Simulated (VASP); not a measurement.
# SrBr2 (MoS2 1H type) (P-6m2) in VASP: single point with LDA

Aim: the single point of SrBr2 (MoS2 1H type) with LDA.

Everything below comes from runs of VASP 6.6.1. Logs are shortened: lines on timing, memory, paths and dates and some standing lists are left out, and cuts for length are marked.

## 1. The cell of the first run

Symmetry: P-6m2, No. 187, hexagonal system. Conventional cell: a = 4.202 Å, b = 4.202 Å, c = 7.290 Å, α = 90.00°, β = 90.00°, γ = 120.00°. Sr (site symmetry -6m2) has 6 Br at 3.01 Å within 4.0 Å. Within 4.0 Å of Br (site symmetry 3m) lie 3 Sr at 3.01 Å and 2 Br at 3.55 to 3.74 Å.

## 2. Single point, LDA

File INCAR:

```
SYSTEM = SrBr2
  PREC = Accurate
  ENCUT = 520
  EDIFF = 1E-6
  ISMEAR = -1
  SIGMA = 0.03
  LREAL = .False.
  LASPH = .True.
  NELM = 60
  ALGO = Normal
  ISIF = 2
  LWAVE = .False.
  LCHARG = .False.
  GGA = CA
  NBANDS = 19
```

File KPOINTS:

```
Automatic mesh
0
Gamma
  10 10 5
  0 0 0
```

File POSCAR:

```
SrBr2
1.0
    4.2018144460      0.0000000000      0.0000000000
   -2.1009072230      3.6388780522      0.0000000000
    0.0000000000      0.0000000000      7.2898609864
Sr Br
1 2
Direct
    0.0000000000      0.0000000000      0.0000000000
    0.3333333333      0.6666666667      0.2438124328
    0.3333333333      0.6666666667      0.7561875672
```

Potentials or basis: VASP PAW LDA potentials, release 64 (Sr_sv, Br).

Command:

```
> cat potpaw_LDA.64/Sr_sv/POTCAR potpaw_LDA.64/Br/POTCAR > POTCAR
> mpirun -np 1 vasp_std > vasp.out
```

OUTCAR:

```text
SYSTEM = SrBr2
   PREC = Accurate
   ENCUT = 520
   EDIFF = 1E-6
   ISMEAR = -1
   LREAL = .False.
   LASPH = .True.
   NELM = 60
   ISIF = 2
   GGA = CA

 ion  position               nearest neighbor table
   1  0.000  0.000  0.000-   2 3.01   3 3.01   2 3.01   3 3.01   2 3.01   3 3.01
   2  0.333  0.667  0.244-   1 3.01   1 3.01   1 3.01
   3  0.333  0.667  0.756-   1 3.01   1 3.01   1 3.01

  LATTYP: Found a hexagonal cell.
 ALAT       =     4.2018144460
 C/A-ratio  =     1.7349316778

  Lattice vectors:

 A1 = (   4.2018144460,   0.0000000000,   0.0000000000)
 A2 = (  -2.1009072230,   3.6388780522,   0.0000000000)
 A3 = (   0.0000000000,   0.0000000000,   7.2898609864)

Analysis of symmetry for initial positions (statically):
=====================================================================
 Subroutine PRICEL returns:
 Original cell was already a primitive cell.

 Routine SETGRP: Setting up the symmetry group for a
 hexagonal supercell.

 Subroutine GETGRP returns: Found 12 space group operations
 (whereof 12 operations were pure point group operations)
 out of a pool of 24 trial point group operations.

The static configuration has the point symmetry D_3h.

Analysis of symmetry for dynamics (positions and initial velocities):
=====================================================================
 Subroutine PRICEL returns:
 Original cell was already a primitive cell.

 Routine SETGRP: Setting up the symmetry group for a
 hexagonal supercell.

 Subroutine GETGRP returns: Found 12 space group operations
 (whereof 12 operations were pure point group operations)
 out of a pool of 24 trial point group operations.

The dynamic configuration has the point symmetry D_3h.

 Subroutine INISYM returns: Found 12 space group operations
 (whereof 12 operations are pure point group operations),
 and found     1 'primitive' translations

----------------------------------------------------------------------------------------

                                     Primitive cell

  volume of cell :     111.4612

  direct lattice vectors                    reciprocal lattice vectors
     4.201814446  0.000000000  0.000000000     0.237992423  0.137404989  0.000000000
    -2.100907223  3.638878052  0.000000000     0.000000000  0.274809979  0.000000000
     0.000000000  0.000000000  7.289860986     0.000000000  0.000000000  0.137176827

  length of vectors
     4.201814446  4.201814446  7.289860986     0.274809979  0.274809979  0.137176827

  position of ions in fractional coordinates (direct lattice)
     0.000000000  0.000000000  0.000000000
     0.333333333  0.666666667  0.243812433
     0.333333333  0.666666667  0.756187567

  ion indices of the primitive-cell ions
   primitive index   ion index
                 1           1
                 2           2
                 3           3

----------------------------------------------------------------------------------------

 KPOINTS: Automatic mesh

Automatic generation of k-mesh.
 Grid dimensions read from file:
 generate k-points for:   10   10    5

 Generating k-lattice:

  Cartesian coordinates                     Fractional coordinates (reciprocal lattice)
     0.023799242  0.013740499  0.000000000     0.100000000  0.000000000  0.000000000
     0.000000000  0.027480998  0.000000000     0.000000000  0.100000000  0.000000000
     0.000000000  0.000000000  0.027435365     0.000000000  0.000000000  0.200000000

  Length of vectors
     0.027480998  0.027480998  0.027435365

  Shift w.r.t. Gamma in fractional coordinates (k-lattice)
     0.000000000  0.000000000  0.000000000

 Subroutine IBZKPT returns following result:
 ===========================================

 Found     42 irreducible k-points:

 Following reciprocal coordinates:
            Coordinates               Weight
  0.000000  0.000000  0.000000      1.000000
  0.100000  0.000000  0.000000      6.000000
  0.200000  0.000000  0.000000      6.000000
  0.300000  0.000000  0.000000      6.000000
  0.400000 -0.000000  0.000000      6.000000
  0.500000 -0.000000  0.000000      3.000000
[... 16 lines left out ...]
  0.300000  0.100000  0.200000     24.000000
  0.400000  0.100000  0.200000     24.000000
 [... further k-points ...]
   k-points           NKPTS =     42   k-points in BZ     NKDIM =     42   number of bands    NBANDS=     19
   number of dos      NEDOS =    301   number of ions     NIONS =      3
   total plane-waves  NPLWV =  55296
   dimension x,y,z NGX =    32 NGY =   32 NGZ =   54
   dimension x,y,z NGXF=    64 NGYF=   64 NGZF=  108
   ions per type =               1   2
   NGX,Y,Z   is equivalent  to a cutoff of  12.66, 12.66, 12.31 a.u.
   NGXF,Y,Z  is equivalent  to a cutoff of  25.32, 25.32, 24.63 a.u.
 SYSTEM =  SrBr2
   PREC   = accura    normal or accurate (medium, high low for compatibility)
   ISTART =      0    job   : 0-new  1-cont  2-samecut
   ICHARG =      2    charge: 1-file 2-atom 10-const
   ISPIN  =      1    spin polarized calculation?
   LNONCOLLINEAR =      F non collinear calculations
   LSORBIT =      F    spin-orbit coupling
   LASPH  =      T    aspherical Exc in radial PAW
   ENCUT  =  520.0 eV  38.22 Ry    6.18 a.u.   7.81  7.81 13.55*2*pi/ulx,y,z
   NELM   =     60;   NELMIN=  2; NELMDL= -5     # of ELM steps
   EDIFF  = 0.1E-05   stopping-criterion for ELM
   LREAL  =      F    real-space projection
   EDIFFG = 0.1E-04   stopping-criterion for IOM
   NSW    =      0    number of steps for IOM
   IBRION =     -1    ionic relax: 0-MD 1-quasi-New 2-CG
   NFREE  =      0    steps in history (QN), initial steepest desc. (CG)
   ISIF   =      2    stress and relaxation
   ISYM   =      2    0-nonsym 1-usesym 2-fastsym
   POTIM  = 0.5000    time-step for ionic-motion
   TEBEG  =    0.0;   TEEND  =   0.0 temperature during run
   PSTRESS=    0.0 pullay stress
   NELECT =      24.0000    total number of electrons
   NUPDOWN=      -1.0000    fix difference up-down
   EMIN   =  10.00;   EMAX   =-10.00  energy-range for DOS
   EFERMI =   0.00;   METHOD = LEGACY
   ISMEAR =    -1;   SIGMA  =   0.03  broadening in eV -4-tet -1-fermi 0-gaus
   EFERMI_NEDOS =   21; number of points for ismear=-14 and -15
   IALGO  =     38    algorithm
   IMIX   =      4    mixing-type and parameters
     AMIX     =   0.40;   BMIX     =  1.00
     AMIX_MAG =   1.60;   BMIX_MAG =  1.00
  volume/ion in A,a.u.               =      37.15       250.73
  Fermi-wavevector in a.u.,A,eV,Ry     =   0.981230  1.854255 13.099850  0.962812
  Thomas-Fermi vector in A             =   2.112220
   LORBIT       =      0    0 simple, 1 ext, 2 COOP (PROOUT), +10 PAW based schemes
   GGA     = CA    functional components
   LHFCALC =     F    Hartree Fock is set to
   AEXX    =    0.0000 exact exchange contribution
   IVDW    =     0    specifies the selected vdW correction
   LEPSILON=     F    determine dielectric tensor
   LRPA    =     F    only Hartree local field effects (RPA)
 non-spin polarized calculation
  energy-cutoff  :      520.00
  volume of cell :      111.46
 maximum number of plane-waves:      3018
 NGX is ok and might be reduce to    32
   NGX = 15   NGY = 15   NGZ = 27

 number of electron      23.9999999 magnetization

 Free energy of the ion-electron system (eV)
  ---------------------------------------------------
  ext. energy  EPLUGINS =         0.00000000
  ---------------------------------------------------
  free energy    TOTEN  =       -12.06857061 eV

  energy without entropy =      -12.06857061  energy(sigma->0) =      -12.06857061

 E-fermi :  -0.1817     XC(G=0):  -7.9581

 val. band max:       -0.8269804206   @ k =   0.1000   0.0000   0.0000
 cond. band min:       2.8515040572   @ k =   0.5000  -0.0000   0.0000
 fundamental gap:      3.6784844777
 Fermi energy:        -0.1817067856

 k-point     1 :       0.0000    0.0000    0.0000
  band No.  band energies     occupation
      1     -34.1329      2.00000
      2     -16.5099      2.00000
      3     -16.2358      2.00000
      4     -16.2358      2.00000
      5     -14.1776      2.00000
      6     -13.4818      2.00000
[... 11 lines left out ...]
     18       5.6069      0.00000
     19       6.0176      0.00000

 k-point     2 :       0.1000    0.0000    0.0000
  band No.  band energies     occupation
      1     -34.1314      2.00000
      2     -16.4891      2.00000
      3     -16.2857      2.00000
      4     -16.2415      2.00000
      5     -14.1242      2.00000
      6     -13.5015      2.00000
[... 11 lines left out ...]
     18       5.7450      0.00000
     19       6.6720      0.00000

 k-point     3 :       0.2000    0.0000    0.0000
  band No.  band energies     occupation
      1     -34.1274      2.00000
      2     -16.4332      2.00000
      3     -16.4061      2.00000
      4     -16.2562      2.00000
      5     -13.9943      2.00000
      6     -13.5547      2.00000
[... 11 lines left out ...]
     18       6.1011      0.00000
     19       7.7291      0.00000

 k-point     4 :       0.3000    0.0000    0.0000
  band No.  band energies     occupation
      1     -34.1224      2.00000
      2     -16.5394      2.00000
      3     -16.3606      2.00000
      4     -16.2743      2.00000
      5     -13.8484      2.00000
      6     -13.6241      2.00000
[... 11 lines left out ...]
     18       6.5272      0.00000
     19       7.3067      0.00000

 k-point     5 :       0.4000   -0.0000    0.0000
  band No.  band energies     occupation
      1     -34.1184      2.00000
      2     -16.6379      2.00000
      3     -16.2986      2.00000
      4     -16.2889      2.00000
      5     -13.7392      2.00000
      6     -13.6835      2.00000
[... 11 lines left out ...]
     18       6.8542      0.00000
     19       6.8554      0.00000

 k-point     6 :       0.5000   -0.0000    0.0000
  band No.  band energies     occupation
      1     -34.1169      2.00000
      2     -16.6737      2.00000
      3     -16.2945      2.00000
      4     -16.2741      2.00000
      5     -13.7071      2.00000
      6     -13.6992      2.00000
[... 11 lines left out ...]
     18       6.8357      0.00000
     19       6.9732      0.00000

 k-point     7 :       0.1000    0.1000    0.0000
  band No.  band energies     occupation
      1     -34.1286      2.00000
      2     -16.4507      2.00000
      3     -16.3680      2.00000
      4     -16.2541      2.00000
      5     -14.0330      2.00000
      6     -13.5380      2.00000
[... 11 lines left out ...]
     18       5.9751      0.00000
     19       7.4305      0.00000

 k-point     8 :       0.2000    0.1000    0.0000
  band No.  band energies     occupation
      1     -34.1241      2.00000
      2     -16.4878      2.00000
      3     -16.3862      2.00000
      4     -16.2761      2.00000
      5     -13.8965      2.00000
      6     -13.5995      2.00000
[... 256 lines left out ...]
 k-point    20 :       0.5000   -0.0000    0.2000
  band No.  band energies     occupation
      1     -34.1169      2.00000
      2     -16.6726      2.00000
      3     -16.2945      2.00000
      4     -16.2744      2.00000
      5     -13.7553      2.00000
      6     -13.6530      2.00000
[... 11 lines left out ...]
     18       6.9151      0.00000
     19       7.2693      0.00000

 k-point    21 :       0.1000    0.1000    0.2000
  band No.  band energies     occupation
      1     -34.1286      2.00000
      2     -16.4523      2.00000
      3     -16.3675      2.00000
      4     -16.2540      2.00000
      5     -14.0082      2.00000
      6     -13.5655      2.00000
[... 11 lines left out ...]
     18       5.9492      0.00000
     19       7.0405      0.00000

 k-point    22 :       0.2000    0.1000    0.2000
  band No.  band energies     occupation
      1     -34.1241      2.00000
      2     -16.4870      2.00000
      3     -16.3873      2.00000
      4     -16.2761      2.00000
      5     -13.8750      2.00000
      6     -13.6234      2.00000
[... 11 lines left out ...]
     18       6.2906      0.00000
     19       7.5421      0.00000

 k-point    23 :       0.3000    0.1000    0.2000
  band No.  band energies     occupation
      1     -34.1196      2.00000
      2     -16.5953      2.00000
      3     -16.3189      2.00000
      4     -16.2984      2.00000
      5     -13.7651      2.00000
      6     -13.6720      2.00000
[... 11 lines left out ...]
     18       6.6198      0.00000
     19       7.2180      0.00000

 k-point    24 :       0.4000    0.1000    0.2000
  band No.  band energies     occupation
      1     -34.1169      2.00000
      2     -16.6578      2.00000
      3     -16.3121      2.00000
      4     -16.2746      2.00000
      5     -13.7543      2.00000
      6     -13.6510      2.00000
[... 11 lines left out ...]
     18       6.8530      0.00000
     19       7.3527      0.00000

 [... further k-points ...]

------------------------ aborting loop because EDIFF is reached ----------------------------------------

  FORCE on cell =-STRESS in cart. coord.  units (eV):
  Direction    XX          YY          ZZ          XY          YZ          ZX
  --------------------------------------------------------------------------------------
  -------------------------------------------------------------------------------------
  Total        0.1057974      0.1057974      0.0997465     -0.0000000     -0.0000000      0.0000000
  in kB        1.5207641      1.5207641      1.4337873     -0.0000000     -0.0000000      0.0000000
  external PRESSURE =       1.4917718 kB  Pullay stress =       0.0000000 kB

 VOLUME and BASIS-vectors are now :
 -----------------------------------------------------------------------------
  energy-cutoff  :      520.00
  volume of cell :      111.46
      direct lattice vectors                 reciprocal lattice vectors
     4.201814446  0.000000000  0.000000000     0.237992423  0.137404989  0.000000000
    -2.100907223  3.638878052  0.000000000     0.000000000  0.274809979  0.000000000
     0.000000000  0.000000000  7.289860986     0.000000000  0.000000000  0.137176827

 POSITION                                       TOTAL-FORCE (eV/Angst)
 -----------------------------------------------------------------------------------
      0.00000      0.00000      0.00000         0.000000     -0.000000      0.000000
     -0.00000      2.42592      1.77736        -0.000000      0.000000      0.028290
     -0.00000      2.42592      5.51250        -0.000000      0.000000     -0.028290
 -----------------------------------------------------------------------------------
    total drift:                               -0.000000      0.000000     -0.000000

  FREE ENERGIE OF THE ION-ELECTRON SYSTEM (eV)
  ---------------------------------------------------
  free  energy   TOTEN  =       -12.0685706054 eV

  energy  without entropy=      -12.0685706053  energy(sigma->0) =      -12.06857061
```

Wall time 45 s (1 thread of AMD EPYC 9R45 (Zen 5), shared host); peak memory 0.21 GiB.

Results:

* Free energy: -12.0686 eV
* Pressure: 0.1 GPa
* Largest force: 0.028 eV/Å
* Band gap on the k mesh: 3.68 eV, indirect (least direct gap 3.70 eV)

Forces on the atoms (eV/Å):
```
Sr   0.000  0.000  0.000
Br   0.000  0.000  0.028
Br   0.000  0.000 -0.028
```

Levels at points of the mesh, in eV from the valence-band top:
| k point | band 8 | band 9 | band 10 | band 11 | band 12 | band 13 | band 14 | band 15 | band 16 | band 17 |
| --- | --- | --- | --- | --- | --- | --- | --- | --- | --- | --- |
| (0.00, 0.00, 0.00) | -1.00 | -1.00 | -0.66 | -0.66 | 0.00 | 3.69 | 5.10 | 5.79 | 5.79 | 6.43 |
| (0.50, 0.00, 0.00) | -2.05 | -1.70 | -1.13 | -0.97 | -0.09 | 3.68 | 6.37 | 6.65 | 7.15 | 7.50 |

A k mesh can miss the band edges. As with any semilocal functional, this LDA gap is likely too small.
